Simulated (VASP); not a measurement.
Here is a VASP 6.6.1 calculation.

INCAR

```
SYSTEM = LaH3
PREC = Accurate ; ENCUT = 520
EDIFF = 1E-7 ; ISMEAR = 0
SIGMA = 0.05 ; LREAL = .FALSE.
LASPH = .TRUE. ; NELM = 60
ALGO = Normal ; ISIF = 2
LWAVE = .FALSE. ; LCHARG = .FALSE.
GGA = CA ; NBANDS = 15
```

File KPOINTS:

```
Automatic mesh
0
G
  8 8 8
  0 0 0
```

File POSCAR:

```
LaH3
1.0
   -1.9226041652      1.9226041652      2.7631418867
    1.9226041652     -1.9226041652      2.7631418867
    1.9226041652      1.9226041652     -2.7631418867
H La
3 1
Direct
    0.7500000000      0.2500000000      0.5000000000
    0.2500000000      0.7500000000      0.5000000000
    0.5000000000      0.5000000000      0.0000000000
    0.0000000000      0.0000000000      0.0000000000
```

Potentials or basis: VASP PAW LDA potentials, release 64 (H, La).

Run with:

```bash
$ cat potpaw_LDA.64/H/POTCAR potpaw_LDA.64/La/POTCAR > POTCAR
$ mpirun -np 1 vasp_std > vasp.out
```

**Question.** What does it give for the band gap on the k mesh?

**Answer.** Zero (band 7 reaches 8.29 eV, above the bottom of band 8 at 8.11 eV).

**Question.** Predict the pressure.

**Answer.** -0.2 GPa.

Stress tensor (GPa, compression positive):
```
-0.13  0.00  0.00
 0.00 -0.13  0.00
 0.00  0.00 -0.27
```

Caveat: spin-orbit coupling is left out, which moves the levels of the heavy elements.
